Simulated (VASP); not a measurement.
Here is a VASP 6.6.1 calculation.

The input INCAR:

```
SYSTEM = HfN
PREC = Accurate
ENCUT = 520
EDIFF = 1E-6
ISMEAR = 1
SIGMA = 0.1
LREAL = .FALSE.
LASPH = .TRUE.
NELM = 100
ALGO = Normal
ISIF = 2
LWAVE = .FALSE.
LCHARG = .FALSE.
GGA = PE
NBANDS = 14
```

The input KPOINTS:

```
Automatic mesh
0
G
  9 9 9
  0 0 0
```

The input POSCAR:

```
HfN
1.0
    0.0000000000      2.2255097759      2.2255097759
    2.2255097759      0.0000000000      2.2255097759
    2.2255097759      2.2255097759      0.0000000000
Hf N
1 1
Direct
    0.0000000000      0.0000000000      0.0000000000
    0.5000000000      0.5000000000      0.5000000000
```

Potentials or basis: VASP PAW PBE potentials, release 64 (Hf_pv, N).

The run is started by

```console
$ cat potpaw_PBE.64/Hf_pv/POTCAR potpaw_PBE.64/N/POTCAR > POTCAR
$ mpirun -np 1 vasp_std > vasp.out
```

Q: Predict the pressure.

A: 17.0 GPa.
